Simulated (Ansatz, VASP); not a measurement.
Be2ZnSe3: VASP beside Ansatz

```
Be Zn Se
1.0
     3.78997    0.00000    0.00000
    -1.89498    3.28221    0.00000
     0.00000    0.00000    9.34066
Be Zn Se
2 1 3
Direct
  0.66667 0.33333 0.34178
  0.33333 0.66667 0.65757
  0.00000 0.00000 0.99644
  0.66667 0.33333 0.10338
  0.33333 0.66667 0.41767
  0.00000 0.00000 0.73317
```

Alike in both runs: functional PBE; k mesh 12 × 12 × 4; occupations gaussian, width 0.02 eV; no spin polarisation.

Ansatz relaxed the structure, and its values are those at the end. VASP's run is a single point on that final structure, the one shown.

|  | VASP | Ansatz |
| --- | --- | --- |
| version | VASP 6.6.1 | Ansatz 0.2.0 |
| potentials or method | VASP PAW PBE potentials, release 64 (Be, Zn, Se), cutoff 520 eV | scalar-relativistic, plane waves, PAW |
| valence electrons in the cell | 34 | 64 |

VASP gave:

| Property | Result |
| --- | --- |
| gap on the k mesh at the Fermi level (eV) | 2.36 |
| least direct gap on the mesh (eV) | 2.52 |
| pressure (GPa) | 0.2 |
| rms of the force components (eV/Å) | 0.006 |

Q: Estimate Ansatz's values.

A: gap on the k mesh at the Fermi level (eV): 2.37; least direct gap on the mesh (eV): 2.52; pressure (GPa): 0.0; rms of the force components (eV/Å): 0.002.

With one functional, cell and mesh, what is left measures potentials, basis and numerics. VASP's potentials hold 34 valence electrons a cell and Ansatz's 64, so a difference there can come from the potentials and not from the codes.
